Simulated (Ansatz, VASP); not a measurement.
**TiB2: VASP beside Ansatz**

```
Ti B
1.0
     3.73429    0.00000    0.00000
    -1.86714    3.23399    0.00000
     0.00000    0.00000    3.11785
Ti B
1 2
Direct
  0.33333 0.66667 0.63260
  0.66667 0.33333 0.63260
  0.66667 0.33333 0.13260
```

Alike in both runs: functional PBE; k mesh 7 × 7 × 5; occupations gaussian, width 0.2 eV; no spin polarisation.

Ansatz relaxed the structure, and its values are those at the end. VASP's run is a single point on that final structure, the one shown.

```csv
,VASP,Ansatz
version,VASP 6.6.1,Ansatz 0.2.0
potentials or method,"VASP PAW PBE potentials, release 64 (Ti_sv, B), cutoff 500 eV","scalar-relativistic, plane waves, PAW"
valence electrons in the cell,18,18
```

VASP gave:

- gap on the k mesh at the Fermi level (eV): none
- pressure (GPa): 0.2

Task: Which values does Ansatz return?

Result: gap on the k mesh at the Fermi level (eV): none; pressure (GPa): 0.1.

A gap of «none» marks a metal or a gap that the smearing closes.

The k mesh is coarse, so the values compare programs but aren't converged.
